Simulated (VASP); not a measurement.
A run of VASP 6.6.1 is set up as follows.

INCAR

```
  PREC = Accurate
  ENCUT = 600
  EDIFF = 1E-6
  ISMEAR = 0
  SIGMA = 0.02
  LREAL = False
  LASPH = True
  NELM = 80
  ALGO = Normal
  ISIF = 3
  LWAVE = False
  LCHARG = False
  GGA = PE
  IVDW = 12
  IBRION = 2
  NSW = 70
  EDIFFG = -0.005
```

File KPOINTS:

```
Automatic mesh
0
Gamma
  12 12 6
```

File POSCAR:

```
ZnO
1.0
    3.2794963806      0.0000000000      0.0000000000
   -1.6397481903      2.8401271772      0.0000000000
    0.0000000000      0.0000000000      5.2933196413
Zn O
2 2
Direct
    0.3333333333      0.6666666667      0.4999697863
    0.6666666667      0.3333333333     -0.0000302137
    0.6666666667      0.3333333333      0.3790402137
    0.3333333333      0.6666666667      0.8790402137
```

Potentials or basis: VASP PAW PBE potentials, release 64 (Zn, O).

Run with:

```sh
$ cat potpaw_PBE.64/Zn/POTCAR potpaw_PBE.64/O/POTCAR > POTCAR
$ mpirun -np 1 vasp_std > vasp.out
```

(1) Predict the band gap on the k mesh.

(2) What does it give for the relaxed volume?

(3) Estimate the space group after relaxing (to 0.1 Å).

(4) What does it give for the relaxed cell?

Answers

(1) 0.75 eV.

(2) 12.12 Å³/atom.

(3) P6_3mc (No. 186).

(4) a = 3.261 Å, b = 3.261 Å, c = 5.265 Å, α = 90.00°, β = 90.00°, γ = 120.00°.

Caveat: semilocal functionals underestimate gaps, and a narrow one can read as zero.
